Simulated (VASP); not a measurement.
## Be: single point with LDA

Crystal: Be.

```
Be
1.0
     2.22952    0.00000    0.00000
    -1.11476    1.93082    0.00000
     0.00000    0.00000    3.50833
Be
2
Cartesian
  0.0000 1.2872 0.8771
  1.1148 0.6436 2.6312
```

```
Program                : VASP 6.6.1
Task                   : single point
Functional             : LDA
Potentials or basis    : VASP PAW LDA potentials, release 64 (Be)
Cutoff                 : 520 eV
k mesh                 : 16 × 16 × 9
Occupations            : fermi-dirac, width 1 eV
Spin                   : no spin polarisation
Dipole correction      : no
Further INCAR settings : ALGO = Normal; EDIFF = 1e-06; NBANDS = 9
```

```yaml
Pressure: 6.4 GPa
Band_gap_on_the_k_mesh: zero (band 2 reaches 8.05 eV, above the bottom of band 3 at 6.46 eV)
```

Stress tensor (GPa, compression positive):
```
5.27 0.00 0.00
0.00 5.27 0.00
0.00 0.00 8.68
```

Levels at points of the mesh, in eV from the Fermi level:
```
           k point  band 1  band 2  band 3  band 4  band 5  band 6
(0.00, 0.00, 0.00)  -11.39   -4.54    1.46   16.36   16.36   19.29
(0.50, 0.00, 0.00)   -5.10   -3.07    3.74    6.73    7.14    9.64
```

It took 5.8 s on 1 thread of Intel(R) Xeon(R) 6975P-C (Granite Rapids), on a shared host, peak memory 0.12 GiB.
